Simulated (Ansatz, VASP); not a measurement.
**Two plane-wave programs on TaN**

File INCAR:

```
PREC = Accurate
ENCUT = 520
EDIFF = 1E-6
ISMEAR = 0
SIGMA = 0.15
LREAL = F
LASPH = T
NELM = 60
ALGO = Normal
ISIF = 2
LWAVE = F
LCHARG = F
GGA = PS
NBANDS = 15
```

Contents of KPOINTS:

```
regular mesh
0
Gamma
  18 18 18
```

File POSCAR:

```
TaN
1.0
    0.0000000000      2.1874436400      2.1874436400
    2.1874436400      0.0000000000      2.1874436400
    2.1874436400      2.1874436400      0.0000000000
Ta N
1 1
Direct
    0.5000000000      0.5000000000      0.5000000000
    0.0000000000      0.0000000000      0.0000000000
```

Input for Ansatz:

```yaml
crystal:
  lattice:
    - [0.0, 2.18744364, 2.18744364]
    - [2.18744364, 0.0, 2.18744364]
    - [2.18744364, 2.18744364, 0.0]
  atoms:
    - { symbol: Ta, position: [0.5, 0.5, 0.5] }
    - { symbol: "N", position: [0.0, 0.0, 0.0] }
basis:
  ecutwfc: 520.0
kpoints:
  mp_grid: { grid: [18, 18, 18] }
hamiltonian:
  xc: pbesol
  pseudopotentials: { kind: paw, azcp: { folder: soft_1 } }
scf:
  occupations: { method: gaussian, width: 0.15 }
output:
  forces: true
  stress: true
  eigenvalues: true
  write_density: true
  write_potential: true
  elf: true
  volumetric_format: npy
```

Alike in both runs: task single point; functional PBEsol; k mesh 18 × 18 × 18; occupations gaussian, width 0.15 eV; no spin polarisation.

|  | VASP | Ansatz |
| --- | --- | --- |
| version | VASP 6.6.1 | Ansatz 0.2.0 |
| potentials or method | VASP PAW PBE potentials, release 64 (Ta_pv, N), cutoff 520 eV | scalar-relativistic, plane waves, PAW |
| valence electrons in the cell | 16 | 18 |

```csv
,VASP,Ansatz,Ansatz less VASP
gap on the k mesh at the Fermi level (eV),none,none,-
pressure (GPa),1.2,-0.1,-1.25
```

VASP's potentials were made for PBE, not for PBEsol, and Ansatz warns of the same on its side. A gap of «none» marks a metal or a gap that the smearing closes. VASP's potentials hold 16 valence electrons a cell and Ansatz's 18, so a difference there can come from the potentials and not from the codes.

Spin-orbit coupling is off throughout.
